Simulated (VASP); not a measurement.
Ba8Zr8O25 (a cell with a defect):

```
Ba Zr O
1.0
     8.36196    0.00000    0.00000
     0.00000    8.36196    0.00000
     0.00000    0.00000    8.36196
Ba Zr O
8 8 25
Direct
  0.00236 0.00781 0.99982
  0.99693 0.99159 0.50020
  0.00112 0.49721 0.00025
  0.99304 0.51807 0.49997
  0.50538 0.00848 0.00009
  0.51122 0.99192 0.50054
  0.50480 0.49664 0.99988
  0.51181 0.51759 0.49937
  0.25331 0.25237 0.24661
  0.25321 0.25243 0.75341
  0.25337 0.75302 0.24971
  0.25329 0.75296 0.75038
  0.75365 0.25306 0.24855
  0.75329 0.25300 0.75154
  0.75329 0.75323 0.24685
  0.75318 0.75305 0.75317
  0.25436 0.24384 0.00014
  0.16615 0.25953 0.50050
  0.25290 0.76201 0.00005
  0.25361 0.74486 0.50003
  0.75250 0.26683 0.00006
  0.75425 0.24223 0.50005
  0.75363 0.74063 0.00003
  0.75293 0.76169 0.50005
  0.00116 0.24982 0.22642
  0.00099 0.25417 0.77278
  0.00329 0.75452 0.25366
  0.00298 0.75059 0.74648
  0.50586 0.25349 0.22928
  0.50558 0.24890 0.77174
  0.50349 0.75121 0.25283
  0.50321 0.75511 0.74725
  0.25463 0.00394 0.26400
  0.25021 0.00380 0.73595
  0.25220 0.50117 0.24781
  0.25606 0.50108 0.75260
  0.75168 0.00172 0.23989
  0.75559 0.00157 0.76025
  0.75504 0.50412 0.26222
  0.75062 0.50387 0.73783
  0.33918 0.25505 0.49973
```

Base run:

| Item | Value |
| --- | --- |
| Program | VASP 6.6.1 |
| Functional | PBEsol |
| Potentials or basis | VASP PAW PBE potentials, release 64 (Ba_sv, Zr_sv, O) |
| Cutoff | 520 eV |
| k mesh | 1 × 1 × 1, shifted |
| Occupations | fermi-dirac, width 0.05 eV |
| Spin | no spin polarisation |

Its results: band gap on the k mesh 3.71 eV; pressure 2.7 GPa; largest force 0.208 eV/Å.

Task: The run is repeated on the same cell with these changes: functional from PBEsol to r2SCAN. What comes out?

Result: Band gap on the k mesh 4.27 eV; pressure 5.8 GPa; largest force 0.336 eV/Å.

Caveats: the PAW data sets were made with another functional, which shifts forces and pressure a little; spin-orbit coupling is left out, which moves the levels of the heavy elements.

A k mesh can miss the band edges.
